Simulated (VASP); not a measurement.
# SnSe2 (P-3m1) in VASP: further runs, part 3 of 3

VASP 6.6.1. The steps go on from the part before.

## Step 6: Relaxation of cell and atoms, PBEsol, target pressure 30 GPa, at which the enthalpy is minimised

This run uses another cell than the first one, of 25.75 Å³/atom, 0.994 times its volume.

INCAR reads:

```
ALGO = Normal ; EDIFF = 1E-6
EDIFFG = -0.01 ; ENCUT = 600
GGA = PS ; IBRION = 2
ISIF = 3 ; ISMEAR = 0
LASPH = True ; LCHARG = False
LREAL = False ; LWAVE = False
NELM = 100 ; NSW = 80
PREC = Accurate ; PSTRESS = 300.0
SIGMA = 0.01
```

KPOINTS reads:

```
k-points
0
Gamma
  7 7 4
```

POSCAR reads:

```
SnSe2
1.0
    3.8200000000      0.0000000000      0.0000000000
   -1.9100000000      3.3082170425      0.0000000000
    0.0000000000      0.0000000000      6.1120000000
Sn Se
1 2
Direct
    0.0000000000      0.0000000000      0.0000000000
    0.3333333333      0.6666666667      0.2500000000
    0.6666666667      0.3333333333      0.7500000000
```

Potentials or basis: VASP PAW PBE potentials, release 64 (Sn_d, Se).

Launch:

```sh
$ cat potpaw_PBE.64/Sn_d/POTCAR potpaw_PBE.64/Se/POTCAR > POTCAR
$ mpirun -np 1 vasp_std > vasp.out
```

OUTCAR:

```text
EDIFF = 1E-6
   EDIFFG = -0.01
   ENCUT = 600
   GGA = PS
   IBRION = 2
   ISIF = 3
   ISMEAR = 0
   LASPH = True
   LREAL = False
   NELM = 100
   NSW = 80
   PREC = Accurate
   PSTRESS = 300.0

 ion  position               nearest neighbor table
   1  0.000  0.000  0.000-   2 2.68   3 2.68   3 2.68   2 2.68   3 2.68   2 2.68
   2  0.333  0.667  0.250-   1 2.68   1 2.68   1 2.68
   3  0.667  0.333  0.750-   1 2.68   1 2.68   1 2.68

  LATTYP: Found a hexagonal cell.
 ALAT       =     3.8200000000
 C/A-ratio  =     1.6000000000

  Lattice vectors:

 A1 = (   3.8200000000,   0.0000000000,   0.0000000000)
 A2 = (  -1.9100000000,   3.3082170425,   0.0000000000)
 A3 = (   0.0000000000,   0.0000000000,   6.1120000000)

Analysis of symmetry for initial positions (statically):
=====================================================================
 Subroutine PRICEL returns:
 Original cell was already a primitive cell.

 Routine SETGRP: Setting up the symmetry group for a
 hexagonal supercell.

 Subroutine GETGRP returns: Found 12 space group operations
 (whereof 12 operations were pure point group operations)
 out of a pool of 24 trial point group operations.

The static configuration has the point symmetry D_3d.

Analysis of symmetry for dynamics (positions and initial velocities):
=====================================================================
 Subroutine PRICEL returns:
 Original cell was already a primitive cell.

 Routine SETGRP: Setting up the symmetry group for a
 hexagonal supercell.

 Subroutine GETGRP returns: Found 12 space group operations
 (whereof 12 operations were pure point group operations)
 out of a pool of 24 trial point group operations.

The dynamic configuration has the point symmetry D_3d.

 Subroutine INISYM returns: Found 12 space group operations
 (whereof 12 operations are pure point group operations),
 and found     1 'primitive' translations

----------------------------------------------------------------------------------------

                                     Primitive cell

  volume of cell :      77.2397

  direct lattice vectors                    reciprocal lattice vectors
     3.820000000  0.000000000  0.000000000     0.261780105  0.151138814  0.000000000
    -1.910000000  3.308217042  0.000000000     0.000000000  0.302277628  0.000000000
     0.000000000  0.000000000  6.112000000     0.000000000  0.000000000  0.163612565

  length of vectors
     3.820000000  3.820000000  6.112000000     0.302277628  0.302277628  0.163612565

  position of ions in fractional coordinates (direct lattice)
     0.000000000  0.000000000  0.000000000
     0.333333333  0.666666667  0.250000000
     0.666666667  0.333333333  0.750000000

  ion indices of the primitive-cell ions
   primitive index   ion index
                 1           1
                 2           2
                 3           3

----------------------------------------------------------------------------------------

 KPOINTS: k-points

Automatic generation of k-mesh.
 Grid dimensions read from file:
 generate k-points for:    7    7    4

 Generating k-lattice:

  Cartesian coordinates                     Fractional coordinates (reciprocal lattice)
     0.037397158  0.021591259  0.000000000     0.142857143  0.000000000  0.000000000
     0.000000000  0.043182518  0.000000000     0.000000000  0.142857143  0.000000000
     0.000000000  0.000000000  0.040903141     0.000000000  0.000000000  0.250000000

  Length of vectors
     0.043182518  0.043182518  0.040903141

  Shift w.r.t. Gamma in fractional coordinates (k-lattice)
     0.000000000  0.000000000  0.000000000

 Subroutine IBZKPT returns following result:
 ===========================================

 Found     28 irreducible k-points:

 Following reciprocal coordinates:
            Coordinates               Weight
  0.000000  0.000000  0.000000      1.000000
  0.142857  0.000000  0.000000      6.000000
  0.285714  0.000000  0.000000      6.000000
  0.428571  0.000000  0.000000      6.000000
  0.142857  0.142857  0.000000      6.000000
  0.285714  0.142857  0.000000     12.000000
[... 16 lines left out ...]
  0.285714  0.000000  0.500000      6.000000
  0.428571  0.000000  0.500000      6.000000
 [... further k-points ...]
   k-points           NKPTS =     28   k-points in BZ     NKDIM =     28   number of bands    NBANDS=     17
   number of dos      NEDOS =    301   number of ions     NIONS =      3
   total plane-waves  NPLWV =  51200
   dimension x,y,z NGX =    32 NGY =   32 NGZ =   50
   dimension x,y,z NGXF=    64 NGYF=   64 NGZF=  100
   ions per type =               1   2
   NGX,Y,Z   is equivalent  to a cutoff of  13.93, 13.93, 13.60 a.u.
   NGXF,Y,Z  is equivalent  to a cutoff of  27.85, 27.85, 27.20 a.u.
 SYSTEM =  unknown system
   PREC   = accura    normal or accurate (medium, high low for compatibility)
   ISTART =      0    job   : 0-new  1-cont  2-samecut
   ICHARG =      2    charge: 1-file 2-atom 10-const
   ISPIN  =      1    spin polarized calculation?
   LNONCOLLINEAR =      F non collinear calculations
   LSORBIT =      F    spin-orbit coupling
   LASPH  =      T    aspherical Exc in radial PAW
   ENCUT  =  600.0 eV  44.10 Ry    6.64 a.u.   7.63  7.63 12.21*2*pi/ulx,y,z
   NELM   =    100;   NELMIN=  2; NELMDL= -5     # of ELM steps
   EDIFF  = 0.1E-05   stopping-criterion for ELM
   LREAL  =      F    real-space projection
   EDIFFG = -.1E-01   stopping-criterion for IOM
   NSW    =     80    number of steps for IOM
   IBRION =      2    ionic relax: 0-MD 1-quasi-New 2-CG
   NFREE  =      1    steps in history (QN), initial steepest desc. (CG)
   ISIF   =      3    stress and relaxation
   ISYM   =      2    0-nonsym 1-usesym 2-fastsym
   POTIM  = 0.5000    time-step for ionic-motion
   TEBEG  =    0.0;   TEEND  =   0.0 temperature during run
   PSTRESS=  300.0 pullay stress
   NELECT =      26.0000    total number of electrons
   NUPDOWN=      -1.0000    fix difference up-down
   EMIN   =  10.00;   EMAX   =-10.00  energy-range for DOS
   EFERMI =   0.00;   METHOD = LEGACY
   ISMEAR =     0;   SIGMA  =   0.01  broadening in eV -4-tet -1-fermi 0-gaus
   EFERMI_NEDOS =   21; number of points for ismear=-14 and -15
   IALGO  =     38    algorithm
   IMIX   =      4    mixing-type and parameters
     AMIX     =   0.40;   BMIX     =  1.00
     AMIX_MAG =   1.60;   BMIX_MAG =  1.00
  volume/ion in A,a.u.               =      25.75       173.75
  Fermi-wavevector in a.u.,A,eV,Ry     =   1.138813  2.152044 17.645325  1.296895
  Thomas-Fermi vector in A             =   2.275517
   LORBIT       =      0    0 simple, 1 ext, 2 COOP (PROOUT), +10 PAW based schemes
   GGA     = PS    functional components
   LHFCALC =     F    Hartree Fock is set to
   AEXX    =    0.0000 exact exchange contribution
   IVDW    =     0    specifies the selected vdW correction
   LEPSILON=     F    determine dielectric tensor
   LRPA    =     F    only Hartree local field effects (RPA)
 conjugate gradient relaxation of ions
 non-spin polarized calculation
 Gauss-broadening in eV      SIGMA  =   0.01
  energy-cutoff  :      600.00
  volume of cell :       77.24
 maximum number of plane-waves:      2595
 NGX is ok and might be reduce to    32
   NGX = 15   NGY = 15   NGZ = 25

--------------------------------------- Ionic step        1  -------------------------------------------

 number of electron      25.9999998 magnetization

 Free energy of the ion-electron system (eV)
  ---------------------------------------------------
  ext. energy  EPLUGINS =         0.00000000
  ---------------------------------------------------
  free energy    TOTEN  =       -12.94494055 eV

  energy without entropy =      -12.94494055  energy(sigma->0) =      -12.94494055

 E-fermi :   4.1561     XC(G=0):  -9.6407

 val. band max:        4.0858471144   @ k =   0.0000   0.0000   0.0000
 cond. band min:       4.7739805588   @ k =   0.0000   0.4286   0.2500
 fundamental gap:      0.6881334444
 Fermi energy:         4.1561207002
[... 1081 lines left out ...]
  energy  without entropy=      -12.0157229319  energy(sigma->0) =      -12.01572293

  enthalpy is  TOTEN    =        -0.0230293674 eV   P V=       11.9926935645

[... ionic steps 4 to 14 ...]

--------------------------------------- Ionic step       15  -------------------------------------------

 number of electron      25.9999999 magnetization

------------------------ aborting loop because EDIFF is reached ----------------------------------------
[... 73 lines left out ...]
--------------------------------------- Ionic step       17  -------------------------------------------

 number of electron      25.9999999 magnetization

 Free energy of the ion-electron system (eV)
  ---------------------------------------------------
  ext. energy  EPLUGINS =         0.00000000
  ---------------------------------------------------
  free energy    TOTEN  =       -11.66803969 eV

  energy without entropy =      -11.66803969  energy(sigma->0) =      -11.66803969

 E-fermi :   8.9803     XC(G=0): -11.4034

 val. band max:        8.8533478513   @ k =   0.0000   0.0000   0.0000
 cond. band min:       9.2763410504   @ k =   0.0000   0.2857   0.2500
 fundamental gap:      0.4229931991
 Fermi energy:         8.9802854652
[... 514 lines left out ...]
  energy  without entropy=      -11.6680396865  energy(sigma->0) =      -11.66803969

  enthalpy is  TOTEN    =        -1.2825749095 eV   P V=       10.3854647769

 reached required accuracy - stopping structural energy minimisation
```

OSZICAR:

```text
N       E                     dE             d eps       ncg     rms          rms(c)
DAV:   1     0.210483426693E+03    0.21048E+03   -0.13389E+04   960   0.190E+03
[... 155 lines left out ...]
DAV:   3    -0.116677858934E+02    0.17838E-04   -0.31477E-05  1290   0.978E-02    0.827E-03
DAV:   4    -0.116677848780E+02    0.10154E-05   -0.33126E-06   906   0.267E-02    0.296E-03
DAV:   5    -0.116677850503E+02   -0.17228E-06   -0.13917E-06   597   0.112E-02
  16 F= -.12825748E+01 E0= -.12825748E+01  d E =-.190751E-04
       N       E                     dE             d eps       ncg     rms          rms(c)
DAV:   1    -0.116680400152E+02   -0.25514E-03   -0.18165E-05  1229   0.413E-02    0.397E-03
DAV:   2    -0.116680396865E+02    0.32872E-06   -0.90060E-07   517   0.158E-02
  17 F= -.12825749E+01 E0= -.12825749E+01  d E =-.192234E-04
```

CONTCAR:

```text
SnSe2
   1.00000000000000
     3.5272351068549472   -0.0000000000000000   -0.0000000000000000
    -1.7636175534274736    3.0546752079763051    0.0000000000000001
    -0.0000000000000000    0.0000000000000001    5.1477306672887666
  Sn              Se
     1     2
Direct
     0.0000000000000000    0.0000000000000000    0.0000000000000000
     0.3333333332999970    0.6666666667000030    0.3088459343754149
     0.6666666667000030    0.3333333332999970    0.6911540656245851

  0.00000000E+00  0.00000000E+00  0.00000000E+00
  0.00000000E+00  0.00000000E+00  0.00000000E+00
  0.00000000E+00  0.00000000E+00  0.00000000E+00
```

It took 14 min on 1 thread of Intel Xeon Platinum 8488C (Sapphire Rapids), shared host; peak memory 0.25 GiB.

Results:

* Free energy: -11.6680 eV
* Relaxed volume: 18.49 Å³/atom
* Relaxed cell: a = 3.527 Å, b = 3.527 Å, c = 5.148 Å, α = 90.00°, β = 90.00°, γ = 120.00°
* Space group after relaxing (to 0.05 Å): P-3m1 (No. 164)
* Energy change on relaxing (the enthalpy is what falls): +425.6 meV/atom
* Ionic steps: 17
* Pressure after relaxing: 30.1 GPa
* Band gap on the k mesh: zero (band 13 reaches 9.37 eV, above the bottom of band 14 at 8.04 eV)

Forces in eV/Å, atoms in the order of the input:
```
Sn   0.000  0.000  0.000
Se   0.000  0.000 -0.003
Se   0.000  0.000  0.003
```

Step by step:
```tsv
step	energy change (eV)	largest force (eV/Å)	pressure (GPa)	volume (Å³)
1	0.0000	0.5817	2.33	77.24
2	17.4468	19.4692	265.84	37.43
3	0.9292	2.9460	23.90	64.05
4	1.1659	3.3293	27.91	62.54
5	1.3474	3.6067	30.89	61.53
6	1.3052	1.8443	31.64	57.42
7	1.6986	0.4454	35.19	53.97
8	0.8627	0.4684	19.42	58.51
9	1.2438	0.0216	26.97	56.09
10	1.1492	0.0606	27.29	56.20
11	1.1443	0.0735	27.50	56.20
12	1.5551	0.2714	35.37	54.11
13	1.2686	0.0328	29.96	55.51
14	1.2705	0.0160	29.96	55.50
15	1.2740	0.0145	29.99	55.48
16	1.2772	0.0013	30.09	55.46
17	1.2769	0.0029	30.08	55.46
```

Final structure:
```
Sn Se
1.0
     3.52724    0.00000    0.00000
    -1.76362    3.05468    0.00000
     0.00000    0.00000    5.14773
Sn Se
1 2
Direct
  0.00000 0.00000 0.00000
  0.33333 0.66667 0.30885
  0.66667 0.33333 0.69115
```

Caveat: the cell is relaxed towards a set pressure, so the enthalpy falls and the energy may rise; the volume moved by over 15 % at a fixed basis, so the end points are rough; the PAW data sets were made with another functional, which shifts forces and pressure a little; spin-orbit coupling is left out, which moves the levels of the heavy elements; this functional lacks dispersion, which binds the layers, so the pressure and a relaxed spacing across them are unreliable.

## Step 7: The runs side by side

| task | cell | cutoff (eV) | gap on the mesh (eV) | pressure (GPa) | largest force (eV/Å) |
| --- | --- | --- | --- | --- | --- |
| single point | a = 3.819, b = 3.819, c = 6.150 Å, angles 90.0, 90.0, 120.0°, 3 atoms | 520 | 0.66 | 0.1 | 0.02 |
| relaxation of cell and atoms | relaxed from a = 3.820, b = 3.820, c = 6.112 Å, angles 90.0, 90.0, 120.0°, 3 atoms | 600 | 0.65 | 0.0 | - |
| relaxation of cell and atoms | relaxed to 10 GPa from a = 3.820, b = 3.820, c = 6.112 Å, angles 90.0, 90.0, 120.0°, 3 atoms | 600 | none | 10.0 | - |
| relaxation of cell and atoms | relaxed to 20 GPa from a = 3.820, b = 3.820, c = 6.112 Å, angles 90.0, 90.0, 120.0°, 3 atoms | 600 | none | 20.0 | 0.01 |
| relaxation of cell and atoms | relaxed to 30 GPa from a = 3.820, b = 3.820, c = 6.112 Å, angles 90.0, 90.0, 120.0°, 3 atoms | 600 | none | 30.1 | - |

Alike in all rows: level PBEsol; potentials or basis VASP PAW PBE potentials, release 64 (Sn_d, Se); no spin polarisation; k mesh 7 × 7 × 4; smearing gaussian 0.01 eV.

Caveats: the PAW data sets were made with another functional, which shifts forces and pressure a little; spin-orbit coupling is left out, which moves the levels of the heavy elements; this functional lacks dispersion, which binds the layers, so the pressure and a relaxed spacing across them are unreliable; the cell is relaxed towards a set pressure, so the enthalpy falls and the energy may rise (some runs); the volume moved by over 15 % at a fixed basis, so the end points are rough (some runs).

Total energies depend on the potentials used, so only differences within one code and one set of settings carry meaning.
